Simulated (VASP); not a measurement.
# LaZn (Pm-3m) in VASP: single point with LDA

Aim: the single point of LaZn with LDA.

Everything below comes from runs of VASP 6.6.1. Logs are shortened: lines on timing, memory, paths and dates and some standing lists are left out, and cuts for length are marked.

## 1. The cell of the first run

It takes space group Pm-3m (No. 221, cubic). The conventional cell has a = 3.824 Å, b = 3.824 Å, c = 3.824 Å, α = 90.00°, β = 90.00°, γ = 90.00°. La (site symmetry m-3m) has 8 Zn at 3.31 Å and 6 La at 3.82 Å within 4.4 Å. Zn (site symmetry m-3m) has 8 La at 3.31 Å and 6 Zn at 3.82 Å within 4.4 Å.

## 2. Single point, LDA (volume scaled by 1.06)

Contents of INCAR:

```
SYSTEM = LaZn
PREC = Accurate
ENCUT = 520
EDIFF = 1E-6
ISMEAR = -1
SIGMA = 0.05
LREAL = .False.
LASPH = .True.
NELM = 60
ALGO = Normal
ISIF = 2
LWAVE = .False.
LCHARG = .True.
GGA = CA
LELF = .True.
LVHAR = .True.
NBANDS = 18
```

Contents of KPOINTS:

```
regular mesh
0
Gamma
  9 9 9
  0 0 0
```

Contents of POSCAR:

```
LaZn
1.0
    3.8235480841      0.0000000000      0.0000000000
    0.0000000000      3.8235480841      0.0000000000
    0.0000000000      0.0000000000      3.8235480841
La Zn
1 1
Direct
    0.5000000000      0.5000000000      0.5000000000
    0.0000000000      0.0000000000      0.0000000000
```

Potentials or basis: VASP PAW LDA potentials, release 64 (La, Zn).

Command:

```bash
$ cat potpaw_LDA.64/La/POTCAR potpaw_LDA.64/Zn/POTCAR > POTCAR
$ mpirun -np 1 vasp_std > vasp.out
```

OUTCAR:

```text
SYSTEM = LaZn
   PREC = Accurate
   ENCUT = 520
   EDIFF = 1E-6
   ISMEAR = -1
   LREAL = .False.
   LASPH = .True.
   NELM = 60
   ISIF = 2
   GGA = CA

 ion  position               nearest neighbor table
   1  0.500  0.500  0.500-   2 3.31   2 3.31   2 3.31   2 3.31   2 3.31   2 3.31   2 3.31   2 3.31

   2  0.000  0.000  0.000-   1 3.31   1 3.31   1 3.31   1 3.31   1 3.31   1 3.31   1 3.31   1 3.31

  LATTYP: Found a simple cubic cell.
 ALAT       =     3.8235480841

  Lattice vectors:

 A1 = (   3.8235480841,   0.0000000000,   0.0000000000)
 A2 = (   0.0000000000,   3.8235480841,   0.0000000000)
 A3 = (   0.0000000000,   0.0000000000,   3.8235480841)

Analysis of symmetry for initial positions (statically):
=====================================================================
 Subroutine PRICEL returns:
 Original cell was already a primitive cell.

 Routine SETGRP: Setting up the symmetry group for a
 simple cubic supercell.

 Subroutine GETGRP returns: Found 48 space group operations
 (whereof 48 operations were pure point group operations)
 out of a pool of 48 trial point group operations.

The static configuration has the point symmetry O_h .

Analysis of symmetry for dynamics (positions and initial velocities):
=====================================================================
 Subroutine PRICEL returns:
 Original cell was already a primitive cell.

 Routine SETGRP: Setting up the symmetry group for a
 simple cubic supercell.

 Subroutine GETGRP returns: Found 48 space group operations
 (whereof 48 operations were pure point group operations)
 out of a pool of 48 trial point group operations.

The dynamic configuration has the point symmetry O_h .

 Subroutine INISYM returns: Found 48 space group operations
 (whereof 48 operations are pure point group operations),
 and found     1 'primitive' translations

----------------------------------------------------------------------------------------

                                     Primitive cell

  volume of cell :      55.8984

  direct lattice vectors                    reciprocal lattice vectors
     3.823548084  0.000000000  0.000000000     0.261537184  0.000000000  0.000000000
     0.000000000  3.823548084  0.000000000     0.000000000  0.261537184  0.000000000
     0.000000000  0.000000000  3.823548084     0.000000000  0.000000000  0.261537184

  length of vectors
[... 77 lines left out ...]
   LNONCOLLINEAR =      F non collinear calculations
   LSORBIT =      F    spin-orbit coupling
   LASPH  =      T    aspherical Exc in radial PAW
   ENCUT  =  520.0 eV  38.22 Ry    6.18 a.u.   7.11  7.11  7.11*2*pi/ulx,y,z
   NELM   =     60;   NELMIN=  2; NELMDL= -5     # of ELM steps
   EDIFF  = 0.1E-05   stopping-criterion for ELM
   LREAL  =      F    real-space projection
   EDIFFG = 0.1E-04   stopping-criterion for IOM
   NSW    =      0    number of steps for IOM
   IBRION =     -1    ionic relax: 0-MD 1-quasi-New 2-CG
   NFREE  =      0    steps in history (QN), initial steepest desc. (CG)
   ISIF   =      2    stress and relaxation
   ISYM   =      2    0-nonsym 1-usesym 2-fastsym
   POTIM  = 0.5000    time-step for ionic-motion
   TEBEG  =    0.0;   TEEND  =   0.0 temperature during run
   PSTRESS=    0.0 pullay stress
   NELECT =      23.0000    total number of electrons
   NUPDOWN=      -1.0000    fix difference up-down
   EMIN   =  10.00;   EMAX   =-10.00  energy-range for DOS
   EFERMI =   0.00;   METHOD = LEGACY
   ISMEAR =    -1;   SIGMA  =   0.05  broadening in eV -4-tet -1-fermi 0-gaus
   EFERMI_NEDOS =   21; number of points for ismear=-14 and -15
   IALGO  =     38    algorithm
   IMIX   =      4    mixing-type and parameters
     AMIX     =   0.40;   BMIX     =  1.00
     AMIX_MAG =   1.60;   BMIX_MAG =  1.00
  volume/ion in A,a.u.               =      27.95       188.61
  Fermi-wavevector in a.u.,A,eV,Ry     =   1.217636  2.300999 20.172514  1.482638
  Thomas-Fermi vector in A             =   2.352950
   LORBIT       =      0    0 simple, 1 ext, 2 COOP (PROOUT), +10 PAW based schemes
   GGA     = CA    functional components
   LHFCALC =     F    Hartree Fock is set to
   AEXX    =    0.0000 exact exchange contribution
   IVDW    =     0    specifies the selected vdW correction
   LEPSILON=     F    determine dielectric tensor
   LRPA    =     F    only Hartree local field effects (RPA)
 non-spin polarized calculation
  energy-cutoff  :      520.00
  volume of cell :       55.90
 maximum number of plane-waves:      1517
   NGX = 15   NGY = 15   NGZ = 15

 number of electron      22.9999986 magnetization

 Free energy of the ion-electron system (eV)
  ---------------------------------------------------
  ext. energy  EPLUGINS =         0.00000000
  ---------------------------------------------------
  free energy    TOTEN  =        -7.83344825 eV

  energy without entropy =       -7.80934929  energy(sigma->0) =       -7.82139877

 E-fermi :   5.5690     XC(G=0): -10.1187

 val. band max:        5.5445332374   @ k =   0.3333   0.0000   0.0000
 cond. band min:       5.6194330504   @ k =   0.4444   0.2222   0.1111
 fundamental gap:      0.0748998130
 Fermi energy:         5.5690349797

 k-point     1 :       0.0000    0.0000    0.0000
  band No.  band energies     occupation
      1     -27.2572      2.00000
      2     -10.6810      2.00000
      3     -10.6810      2.00000
      4     -10.6810      2.00000
      5      -1.4860      2.00000
      6      -1.4860      2.00000
[... 481 lines left out ...]
      5      -1.4545      2.00000
      6      -1.4205      2.00000
[... 10 lines left out ...]
     17       7.3273      0.00000
     18       7.4136      0.00000

 [... further k-points ...]

------------------------ aborting loop because EDIFF is reached ----------------------------------------

  FORCE on cell =-STRESS in cart. coord.  units (eV):
  Direction    XX          YY          ZZ          XY          YZ          ZX
  --------------------------------------------------------------------------------------
  -------------------------------------------------------------------------------------
  Total       -2.1288615     -2.1288615     -2.1288615     -0.0000000      0.0000000      0.0000000
  in kB      -61.0180488    -61.0180488    -61.0180488     -0.0000000      0.0000000      0.0000000
  external PRESSURE =     -61.0180488 kB  Pullay stress =       0.0000000 kB

 VOLUME and BASIS-vectors are now :
 -----------------------------------------------------------------------------
  energy-cutoff  :      520.00
  volume of cell :       55.90
      direct lattice vectors                 reciprocal lattice vectors
     3.823548084  0.000000000  0.000000000     0.261537184  0.000000000  0.000000000
     0.000000000  3.823548084  0.000000000     0.000000000  0.261537184  0.000000000
     0.000000000  0.000000000  3.823548084     0.000000000  0.000000000  0.261537184

 POSITION                                       TOTAL-FORCE (eV/Angst)
 -----------------------------------------------------------------------------------
      1.91177      1.91177      1.91177         0.000000      0.000000      0.000000
      0.00000      0.00000      0.00000         0.000000      0.000000      0.000000
 -----------------------------------------------------------------------------------
    total drift:                               -0.000000      0.000000      0.000000

  FREE ENERGIE OF THE ION-ELECTRON SYSTEM (eV)
  ---------------------------------------------------
  free  energy   TOTEN  =        -7.8334482529 eV

  energy  without entropy=       -7.8093492896  energy(sigma->0) =       -7.82139877
```

OSZICAR:

```text
N       E                     dE             d eps       ncg     rms          rms(c)
DAV:   1     0.172963967106E+03    0.17296E+03   -0.97742E+03  1260   0.191E+03
DAV:   2     0.144743194877E+02   -0.15849E+03   -0.15343E+03  1572   0.279E+02
DAV:   3    -0.644797372256E+01   -0.20922E+02   -0.20242E+02  1562   0.117E+02
DAV:   4    -0.803533277695E+01   -0.15874E+01   -0.14986E+01  2414   0.251E+01
DAV:   5    -0.808364484012E+01   -0.48312E-01   -0.48213E-01  1752   0.414E+00    0.311E+00
DAV:   6    -0.785557692723E+01    0.22807E+00   -0.20337E+00  1918   0.170E+01    0.201E+00
DAV:   7    -0.784023174395E+01    0.15345E-01   -0.16646E-01  1694   0.495E+00    0.944E-01
DAV:   8    -0.783381815417E+01    0.64136E-02   -0.16318E-02  2272   0.101E+00    0.138E-01
DAV:   9    -0.783346614766E+01    0.35201E-03   -0.61789E-04  1936   0.221E-01    0.357E-02
DAV:  10    -0.783344772712E+01    0.18421E-04   -0.10705E-04  2240   0.939E-02    0.879E-03
DAV:  11    -0.783344828069E+01   -0.55357E-06   -0.15226E-05  1696   0.393E-02    0.319E-03
DAV:  12    -0.783344825293E+01    0.27761E-07   -0.11586E-06  1400   0.125E-02
   1 F= -.78334483E+01 E0= -.78213988E+01  d E =-.240990E-01
```

stdout:

```text
POSCAR found type information on POSCAR LaZn
 POSCAR found :  2 types and       2 ions
 scaLAPACK will be used
 LDA part: xc-table for (Slater(with rela. corr.)+CA(PZ))
 , standard interpolation
 POSCAR, INCAR and KPOINTS ok, starting setup
 FFT: planning ... GRIDC
 FFT: planning ... GRID_SOFT
 FFT: planning ... GRID
 WAVECAR not read
 entering main loop
```

Run time: 16 s. Hardware: 1 thread of Intel Xeon Platinum 8488C (Sapphire Rapids), shared host; peak memory 0.18 GiB.

Results:

```yaml
Free_energy: -7.8334 eV
Pressure: -6.1 GPa
```

Levels at points of the mesh, in eV from the Fermi level:
```
           k point  band 10  band 11  band 12  band 13  band 14  band 15
(0.00, 0.00, 0.00)    -5.92    -0.36    -0.36     1.45     1.45     1.45
```

Caveat: spin-orbit coupling is left out, which moves the levels of the heavy elements.
